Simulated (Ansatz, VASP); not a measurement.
**Two plane-wave programs on TeSe3**

```xyz
4
Lattice="4.6013 0.0000 0.0000 0.0000 4.6013 0.0000 0.0000 0.0000 6.2607" Properties=species:S:1:pos:R:3 pbc="T T T"
Te    2.3006    2.3006    1.3421
Se    2.3006    0.0000    5.8455
Se    0.0000    2.3006    5.8455
Se    2.3006    2.3006    4.1869
```

Alike in both runs: functional PBE; k mesh 3 × 3 × 3; occupations gaussian, width 0.15 eV; no spin polarisation.

Ansatz relaxed the structure, and its values are those at the end. VASP's run is a single point on that final structure, the one shown.

```csv
,VASP,Ansatz
version,VASP 6.6.1,Ansatz 0.2.0
potentials or method,"VASP PAW PBE potentials, release 64 (Te, Se), cutoff 520 eV","scalar-relativistic, plane waves, PAW"
valence electrons in the cell,24,64
```

Ansatz gave:

- gap on the k mesh at the Fermi level (eV): none
- pressure (GPa): 0.1
- rms of the force components (eV/Å): 0.016

Task: Which values does VASP return?

Result: gap on the k mesh at the Fermi level (eV): none; pressure (GPa): 0.1; rms of the force components (eV/Å): 0.015.

A gap of «none» marks a metal or a gap that the smearing closes. The functional is the same, so the differences come from potentials, cutoffs and numerics. VASP's potentials hold 24 valence electrons a cell and Ansatz's 64, so a difference there can come from the potentials and not from the codes.

The k mesh is coarse, so the values compare programs but aren't converged. Spin-orbit coupling is off throughout.
